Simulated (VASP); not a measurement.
# SiGeTe2S2 (P6/mmm) in VASP: notebook

SiGeTe2S2 is run at these levels: PBE; tasks: single point.

All numbers are computed with VASP 6.6.1; they aren't measurements. Logs are shortened: lines on timing, memory, paths and dates and some standing lists are left out, and cuts for length are marked.

## (1) The cell of the first run

It takes space group P6/mmm (No. 191, hexagonal). The conventional cell has a = 4.289 Å, b = 4.289 Å, c = 11.094 Å, α = 90.00°, β = 90.00°, γ = 120.00°. Within 3.3 Å of Si (site symmetry 6/mmm) lie 6 S at 2.48 Å and 2 Te at 2.50 Å. Ge (site symmetry 6/mmm) has 2 Te at 3.04 Å within 4.0 Å. Within 3.3 Å of Te (site symmetry 6mm) lie 1 Si at 2.50 Å and 1 Ge at 3.04 Å. Within 3.3 Å of S (site symmetry -6m2) lie 3 Si at 2.48 Å and 3 S at 2.48 Å.

## (2) Single point, PBE

Input file INCAR:

```
ALGO = Normal
EDIFF = 1E-6
ENCUT = 520
GGA = PE
ISIF = 2
ISMEAR = 0
LASPH = T
LCHARG = F
LREAL = F
LWAVE = F
NBANDS = 30
NELM = 60
PREC = Accurate
SIGMA = 0.1
```

Input file KPOINTS:

```
k-points
0
Gamma
  6 6 2
```

Input file POSCAR:

```
SiGeTe2S2
1.0
    4.2892396500      0.0000000000      0.0000000000
   -2.1446198200      3.7145905000      0.0000000000
    0.0000000000      0.0000000000     11.0938156700
Si Ge Te S
1 1 2 2
Direct
    0.0000000000      0.0000000000      0.0000000000
    0.0000000000      0.0000000000      0.5000000000
    0.0000000000      0.0000000000      0.7742676200
    0.0000000000      0.0000000000      0.2257323800
    0.3333333300      0.6666666700      0.0000000000
    0.6666666700      0.3333333300      0.0000000000
```

Potentials or basis: VASP PAW PBE potentials, release 64 (Si, Ge_d, Te, S).

On the command line:

```console
$ cat potpaw_PBE.64/Si/POTCAR potpaw_PBE.64/Ge_d/POTCAR potpaw_PBE.64/Te/POTCAR potpaw_PBE.64/S/POTCAR > POTCAR
$ mpirun -np 1 vasp_std > vasp.out
```

OUTCAR:

```text
EDIFF = 1E-6
   ENCUT = 520
   GGA = PE
   ISIF = 2
   ISMEAR = 0
   LASPH = T
   LREAL = F
   NELM = 60
   PREC = Accurate

 ion  position               nearest neighbor table
   1  0.000  0.000  0.000-   5 2.48   6 2.48   5 2.48   6 2.48   6 2.48   5 2.48   3 2.50   4 2.50

   2  0.000  0.000  0.500-   3 3.04   4 3.04
   3  0.000  0.000  0.774-   1 2.50   2 3.04
   4  0.000  0.000  0.226-   1 2.50   2 3.04
   5  0.333  0.667  0.000-   1 2.48   6 2.48   6 2.48   1 2.48   1 2.48   6 2.48
   6  0.667  0.333  0.000-   1 2.48   5 2.48   5 2.48   1 2.48   1 2.48   5 2.48

  LATTYP: Found a hexagonal cell.
 ALAT       =     4.2892396500
 C/A-ratio  =     2.5864294316

  Lattice vectors:

 A1 = (   4.2892396500,   0.0000000000,   0.0000000000)
 A2 = (  -2.1446198200,   3.7145905000,   0.0000000000)
 A3 = (   0.0000000000,   0.0000000000,  11.0938156700)

Analysis of symmetry for initial positions (statically):
=====================================================================
 Subroutine PRICEL returns:
 Original cell was already a primitive cell.

 Routine SETGRP: Setting up the symmetry group for a
 hexagonal supercell.

 Subroutine GETGRP returns: Found 24 space group operations
 (whereof 24 operations were pure point group operations)
 out of a pool of 24 trial point group operations.

The static configuration has the point symmetry D_6h.

Analysis of symmetry for dynamics (positions and initial velocities):
=====================================================================
 Subroutine PRICEL returns:
 Original cell was already a primitive cell.

 Routine SETGRP: Setting up the symmetry group for a
 hexagonal supercell.

 Subroutine GETGRP returns: Found 24 space group operations
 (whereof 24 operations were pure point group operations)
 out of a pool of 24 trial point group operations.

The dynamic configuration has the point symmetry D_6h.

 Subroutine INISYM returns: Found 24 space group operations
 (whereof 24 operations are pure point group operations),
 and found     1 'primitive' translations

----------------------------------------------------------------------------------------

                                     Primitive cell

  volume of cell :     176.7552

  direct lattice vectors                    reciprocal lattice vectors
     4.289239650  0.000000000  0.000000000     0.233141555  0.134604339  0.000000000
[... 84 lines left out ...]
   LREAL  =      F    real-space projection
   EDIFFG = 0.1E-04   stopping-criterion for IOM
   NSW    =      0    number of steps for IOM
   IBRION =     -1    ionic relax: 0-MD 1-quasi-New 2-CG
   NFREE  =      0    steps in history (QN), initial steepest desc. (CG)
   ISIF   =      2    stress and relaxation
   ISYM   =      2    0-nonsym 1-usesym 2-fastsym
   POTIM  = 0.5000    time-step for ionic-motion
   TEBEG  =    0.0;   TEEND  =   0.0 temperature during run
   PSTRESS=    0.0 pullay stress
   NELECT =      42.0000    total number of electrons
   NUPDOWN=      -1.0000    fix difference up-down
   EMIN   =  10.00;   EMAX   =-10.00  energy-range for DOS
   EFERMI =   0.00;   METHOD = LEGACY
   ISMEAR =     0;   SIGMA  =   0.10  broadening in eV -4-tet -1-fermi 0-gaus
   EFERMI_NEDOS =   21; number of points for ismear=-14 and -15
   IALGO  =     38    algorithm
   IMIX   =      4    mixing-type and parameters
     AMIX     =   0.40;   BMIX     =  1.00
     AMIX_MAG =   1.60;   BMIX_MAG =  1.00
  volume/ion in A,a.u.               =      29.46       198.80
  Fermi-wavevector in a.u.,A,eV,Ry     =   1.013990  1.916164 13.989192  1.028177
  Thomas-Fermi vector in A             =   2.147192
   LORBIT       =      0    0 simple, 1 ext, 2 COOP (PROOUT), +10 PAW based schemes
   GGA     = PE    functional components
   LHFCALC =     F    Hartree Fock is set to
   AEXX    =    0.0000 exact exchange contribution
   IVDW    =     0    specifies the selected vdW correction
   LEPSILON=     F    determine dielectric tensor
   LRPA    =     F    only Hartree local field effects (RPA)
 non-spin polarized calculation
 Gauss-broadening in eV      SIGMA  =   0.10
  energy-cutoff  :      520.00
  volume of cell :      176.76
 maximum number of plane-waves:      4788
 NGX is ok and might be reduce to    32
   NGX = 15   NGY = 15   NGZ = 41

 number of electron      42.0000003 magnetization

 Free energy of the ion-electron system (eV)
  ---------------------------------------------------
  ext. energy  EPLUGINS =         0.00000000
  ---------------------------------------------------
  free energy    TOTEN  =       -19.57270257 eV

  energy without entropy =      -19.52981345  energy(sigma->0) =      -19.55125801

 E-fermi :   3.5882     XC(G=0):  -8.6086

 val. band max:        3.5620901759   @ k =   0.1667  -0.0000   0.5000
 cond. band min:       3.5888721441   @ k =   0.5000   0.0000   0.5000
 fundamental gap:      0.0267819682
 Fermi energy:         3.5881702546

 k-point     1 :       0.0000    0.0000    0.0000
  band No.  band energies     occupation
      1     -21.6161      2.00000
      2     -21.6161      2.00000
      3     -21.5948      2.00000
      4     -21.5944      2.00000
      5     -21.5944      2.00000
      6     -12.8374      2.00000
[... 451 lines left out ...]
     29       9.3803      0.00000
     30      10.3750      0.00000

------------------------ aborting loop because EDIFF is reached ----------------------------------------

  FORCE on cell =-STRESS in cart. coord.  units (eV):
  Direction    XX          YY          ZZ          XY          YZ          ZX
  --------------------------------------------------------------------------------------
  -------------------------------------------------------------------------------------
  Total        2.2852512      2.2852512     -1.0593567      0.0000000     -0.0000000      0.0000000
  in kB       20.7143982     20.7143982     -9.6024175      0.0000000     -0.0000000      0.0000000
  external PRESSURE =      10.6087930 kB  Pullay stress =       0.0000000 kB

 VOLUME and BASIS-vectors are now :
 -----------------------------------------------------------------------------
  energy-cutoff  :      520.00
  volume of cell :      176.76
      direct lattice vectors                 reciprocal lattice vectors
     4.289239650  0.000000000  0.000000000     0.233141555  0.134604339  0.000000000
    -2.144619820  3.714590500  0.000000000     0.000000000  0.269208679  0.000000000
     0.000000000  0.000000000 11.093815670     0.000000000  0.000000000  0.090140311

 POSITION                                       TOTAL-FORCE (eV/Angst)
 -----------------------------------------------------------------------------------
      0.00000      0.00000      0.00000         0.000000     -0.000000      0.000000
      0.00000      0.00000      5.54691         0.000000     -0.000000      0.000000
      0.00000      0.00000      8.58958         0.000000      0.000000     -2.012630
      0.00000      0.00000      2.50423         0.000000     -0.000000      2.012630
     -0.00000      2.47639      0.00000         0.000000      0.000000      0.000000
      2.14462      1.23820      0.00000        -0.000000     -0.000000     -0.000000
 -----------------------------------------------------------------------------------
    total drift:                               -0.000000      0.000000      0.000000

  FREE ENERGIE OF THE ION-ELECTRON SYSTEM (eV)
  ---------------------------------------------------
  free  energy   TOTEN  =       -19.5727025720 eV

  energy  without entropy=      -19.5298134506  energy(sigma->0) =      -19.55125801
```

OSZICAR:

```text
N       E                     dE             d eps       ncg     rms          rms(c)
DAV:   1     0.302717861861E+03    0.30272E+03   -0.17864E+04  1054   0.167E+03
DAV:   2     0.218407312289E+02   -0.28088E+03   -0.26934E+03  1012   0.465E+02
DAV:   3    -0.184020830560E+02   -0.40243E+02   -0.39274E+02  1006   0.116E+02
DAV:   4    -0.204959195206E+02   -0.20938E+01   -0.20826E+01  1020   0.314E+01
[... 11 lines left out ...]
DAV:  16    -0.195727508709E+02    0.64127E-04   -0.42084E-05   980   0.240E-02    0.172E-01
DAV:  17    -0.195727468340E+02    0.40369E-05   -0.24128E-06   938   0.763E-03    0.164E-01
DAV:  18    -0.195727410748E+02    0.57592E-05   -0.41952E-07   582   0.387E-03    0.155E-01
DAV:  19    -0.195727026546E+02    0.38420E-04   -0.26138E-05  1002   0.268E-02    0.840E-02
DAV:  20    -0.195727025720E+02    0.82634E-07   -0.17514E-06   740   0.694E-03
   1 F= -.19572703E+02 E0= -.19551258E+02  d E =-.428891E-01
```

Run time: 43 s. Hardware: 1 thread of Intel Xeon 6975P-C (Granite Rapids), shared host; peak memory 0.32 GiB.

What came out:

- Free energy: -19.5727 eV
- Pressure: 1.1 GPa
- Largest force: 2.013 eV/Å
- Band gap on the k mesh: zero (band 21 reaches 4.11 eV, above the bottom of band 22 at 3.40 eV)

Forces in eV/Å, atoms in the order of the input:
```
Si   0.000  0.000  0.000
Ge   0.000  0.000  0.000
Te   0.000  0.000 -2.013
Te   0.000  0.000  2.013
S    0.000  0.000  0.000
S    0.000  0.000  0.000
```

Stress tensor (GPa, compression positive):
```
 2.07  0.00  0.00
 0.00  2.07  0.00
 0.00  0.00 -0.96
```

Levels at points of the mesh, in eV from the Fermi level:
| k point | band 18 | band 19 | band 20 | band 21 | band 22 | band 23 | band 24 | band 25 |
| --- | --- | --- | --- | --- | --- | --- | --- | --- |
| (0.00, 0.00, 0.00) | 0.08 | 0.08 | 0.11 | 0.52 | 0.52 | 0.83 | 1.54 | 2.29 |
| (0.50, 0.00, 0.00) | -0.63 | -0.61 | -0.51 | -0.29 | 0.06 | 0.72 | 1.57 | 1.64 |
| (0.00, 0.00, 0.50) | -1.02 | -0.03 | -0.03 | 0.11 | 0.73 | 0.73 | 2.14 | 2.14 |
| (0.50, 0.00, 0.50) | -1.21 | -0.73 | -0.11 | 0.00 | 0.24 | 0.72 | 0.96 | 1.45 |

Caveat: spin-orbit coupling is left out, which moves the levels of the heavy elements; forces of over 1 eV/Å act on the atoms, so gaps and moduli don't describe the material at rest.

## (3) Single point, PBE

This run uses another cell than the first one, of 30.25 Å³/atom, 1.027 times its volume.

Input file INCAR:

```
  PREC = Accurate
  ENCUT = 520
  EDIFF = 1E-7
  ISMEAR = 0
  SIGMA = 0.1
  LREAL = False
  LASPH = True
  NELM = 60
  ALGO = Normal
  ISIF = 2
  LWAVE = False
  LCHARG = False
  GGA = PE
  NBANDS = 30
```

Input file KPOINTS:

```
regular mesh
0
Gamma
  6 6 2
```

Input file POSCAR:

```
SiGeTe2S2
1.0
    4.4688201692     -0.0000000030      0.0000000000
   -2.2344100820      3.8701117929      0.0000000000
    0.0000000000      0.0000000000     10.4950471753
Si Ge Te S
1 1 2 2
Direct
    0.0000000000      0.0000000000      0.0000000000
    0.0000000000      0.0000000000      0.5000000000
    0.0000000000      0.0000000000      0.7398061870
    0.0000000000      0.0000000000      0.2601938130
    0.3333333333      0.6666666667      0.0000000000
    0.6666666667      0.3333333333      0.0000000000
```

Potentials or basis: VASP PAW PBE potentials, release 64 (Si, Ge_d, Te, S).

On the command line:

```console
$ cat potpaw_PBE.64/Si/POTCAR potpaw_PBE.64/Ge_d/POTCAR potpaw_PBE.64/Te/POTCAR potpaw_PBE.64/S/POTCAR > POTCAR
$ mpirun -np 1 vasp_std > vasp.out
```

It took 45 s on 1 thread of Intel Xeon 6975P-C (Granite Rapids), shared host; peak memory 0.35 GiB.

Results (log left out):

| Quantity | Value |
| --- | --- |
| Free energy | -20.7683 eV |
| Pressure | 0.0 GPa |
| Largest force | 0.006 eV/Å |
| Band gap on the k mesh | zero (band 21 reaches 3.35 eV, above the bottom of band 22 at 2.55 eV) |

Forces on the atoms (eV/Å):
```
Si   0.000  0.000  0.000
Ge   0.000  0.000  0.000
Te   0.000  0.000 -0.006
Te   0.000  0.000  0.006
S    0.000  0.000  0.000
S    0.000  0.000  0.000
```

Stress tensor (GPa, compression positive):
```
-0.01  0.00  0.00
 0.00 -0.01  0.00
 0.00  0.00  0.08
```

Levels at points of the mesh, in eV from the Fermi level:
```
           k point  band 17  band 18  band 19  band 20  band 21  band 22  band 23  band 24  band 25  band 26
(0.00, 0.00, 0.00)    -1.88    -0.26    -0.26     0.06     0.06     0.25     1.57     2.68     2.84     2.84
(0.50, 0.00, 0.00)    -0.83    -0.70    -0.45    -0.30    -0.19     0.78     0.86     2.22     2.42     2.50
(0.00, 0.00, 0.50)    -1.69    -0.49    -0.49     0.00     0.25     0.40     0.40     2.60     2.60     4.11
(0.50, 0.00, 0.50)    -1.67    -0.98    -0.47    -0.19    -0.10     0.77     0.86     1.24     2.03     3.66
```

Caveat: spin-orbit coupling is left out, which moves the levels of the heavy elements.
